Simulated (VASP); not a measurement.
A run of VASP 6.6.1 is set up as follows.

The input POSCAR:

```
C
1.0
    4.2551700000      0.0000000000      0.0000000000
    0.0000000000      4.2551700000      0.0000000000
    0.0000000000      0.0000000000      1.2822900000
C
1
Direct
    0.5000000000      0.5000000000      0.5000000000
```

The input INCAR.step1:

```
SYSTEM = C
ALGO = Normal ; EDIFF = 1E-5
ENCUT = 520 ; GGA = PE
ISIF = 2 ; ISMEAR = -1
LASPH = .TRUE. ; LCHARG = .FALSE.
LREAL = .FALSE. ; LWAVE = .TRUE.
NBANDS = 8 ; NELM = 100
PREC = Accurate ; SIGMA = 0.05
```

The input INCAR.step2:

```
SYSTEM = C
AEXX = 0.25 ; ALGO = Normal
EDIFF = 1E-7 ; ENCUT = 520
ISIF = 2 ; ISMEAR = -1
ISTART = 1 ; LASPH = .TRUE.
LCHARG = .FALSE. ; LHFCALC = .TRUE.
LMIXTAU = .TRUE. ; LREAL = .FALSE.
LWAVE = .FALSE. ; METAGGA = R2SCAN
NBANDS = 8 ; NELM = 100
PREC = Accurate ; PRECFOCK = Normal
SIGMA = 0.05
```

KPOINTS

```
k-points
0
G
  3 3 10
  0 0 0
```

Potentials or basis: VASP PAW PBE potentials, release 64 (C).

Run with:

```console
$ cat potpaw_PBE.64/C/POTCAR > POTCAR
$ cp INCAR.step1 INCAR
$ mpirun -np 1 vasp_std > vasp.out
$ cp INCAR.step2 INCAR
$ mpirun -np 1 vasp_std > vasp.out
```

Q: What does it give for the band gap on the k mesh?

A: Zero (band 2 reaches 8.39 eV, above the bottom of band 3 at -9.03 eV).

Q: Estimate the pressure.

A: -4.2 GPa.

Stress tensor (GPa, compression positive):
```
 -0.26   0.00   0.00
  0.00  -0.26   0.00
  0.00   0.00 -11.95
```

Caveat: the k points lie up to 0.49 Å⁻¹ apart; the PAW data sets were made with another functional, which shifts forces and pressure a little.
